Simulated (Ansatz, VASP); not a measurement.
**Mo in VASP and in Ansatz**

INCAR

```
SYSTEM = Mo
PREC     = Accurate       ! precision mode
ENCUT    = 600            ! plane-wave cutoff, eV
EDIFF    = 1E-7           ! SCF threshold, eV
ISMEAR   = -1             ! smearing method
SIGMA    = 0.1            ! smearing width, eV
LREAL    = .False.        ! projectors in reciprocal space
LASPH    = .True.         ! aspherical terms in the spheres
NELM     = 100            ! most SCF steps
ALGO     = Normal         ! electronic algorithm
ISIF     = 3              ! what is computed and relaxed
LWAVE    = .False.        ! write WAVECAR
LCHARG   = .False.        ! write CHGCAR
GGA      = PS             ! functional
IBRION   = 2              ! ionic algorithm
NSW      = 100            ! ionic steps
EDIFFG   = -0.002         ! ionic threshold
```

KPOINTS

```
Automatic mesh
0
Gamma
  24 24 24
  0 0 0
```

POSCAR

```
Mo
1.0
   -1.5734150000      1.5734150000      1.5734150000
    1.5734150000     -1.5734150000      1.5734150000
    1.5734150000      1.5734150000     -1.5734150000
Mo
1
Direct
    0.0000000000      0.0000000000      0.0000000000
```

Input for Ansatz:

```yaml
crystal:
  lattice:
    - [-1.573415, 1.573415, 1.573415]
    - [1.573415, -1.573415, 1.573415]
    - [1.573415, 1.573415, -1.573415]
  atoms:
    - { symbol: Mo, position: [0.0, 0.0, 0.0] }
kpoints:
  mp_grid: { grid: [24, 24, 24] }
scf:
  occupations: { method: fermi_dirac, width: 0.1 }
hamiltonian:
  xc: pbesol
  pseudopotentials: { kind: paw }
relax:
  f_tol: 0.002
  max_steps: 80
  cell: {}
output:
  forces: true
  stress: true
  write_density: true
  write_potential: true
  elf: true
  volumetric_format: npy
```

Alike in both runs: task relaxation of cell and atoms; functional PBEsol; k mesh 24 × 24 × 24; occupations fermi-dirac, width 0.1 eV; no spin polarisation.

```csv
,VASP,Ansatz
version,VASP 6.6.1,Ansatz 0.2.0
potentials or method,"VASP PAW PBE potentials, release 64 (Mo_sv)","PAW with Ansatz's default frozen-core files, scalar-relativistic"
plane-wave cutoff (eV),600,420
valence electrons in the cell,14,14
```

```csv
,VASP,Ansatz,Ansatz less VASP
relaxed volume (Å³/atom),15.35,15.33,-0.025
relaxed cell length with the largest relative difference (Å),2.712,2.711,-0.0014
```

VASP's potentials were made for PBE, not for PBEsol.
